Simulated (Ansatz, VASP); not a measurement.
**Mg3CdTe4 in VASP and in Ansatz**

```
Mg Cd Te
1.0
     6.26332    0.00000    0.00000
     0.00000    6.26332    0.00000
     0.00000    0.00000    6.26332
Mg Cd Te
3 1 4
Direct
  0.00000 0.00000 0.50000
  0.00000 0.50000 0.00000
  0.50000 0.00000 0.00000
  0.50000 0.50000 0.50000
  0.75410 0.75410 0.75410
  0.75410 0.24590 0.24590
  0.24590 0.75410 0.24590
  0.24590 0.24590 0.75410
```

Alike in both runs: functional PBE; k mesh 4 × 4 × 4; occupations gaussian, width 0.02 eV; no spin polarisation.

Ansatz relaxed the structure, and its values are those at the end. VASP's run is a single point on that final structure, the one shown.

|  | VASP | Ansatz |
| --- | --- | --- |
| version | VASP 6.6.1 | Ansatz 0.2.0 |
| potentials or method | VASP PAW PBE potentials, release 64 (Mg, Cd, Te), cutoff 520 eV | scalar-relativistic, plane waves, PAW |
| valence electrons in the cell | 42 | 114 |

```tsv
	VASP	Ansatz	Ansatz less VASP
gap on the k mesh at the Fermi level (eV)	2.18	2.19	+0.006
least direct gap on the mesh (eV)	2.18	2.19	+0.006
pressure (GPa)	5.8	5.7	-0.06
rms of the force components (eV/Å)	0.007	0.000	-0.0070
```

VASP's potentials hold 42 valence electrons a cell and Ansatz's 114, so a difference there can come from the potentials and not from the codes. Ansatz's warnings: stress scf threshold loose.

Spin-orbit coupling is off throughout.
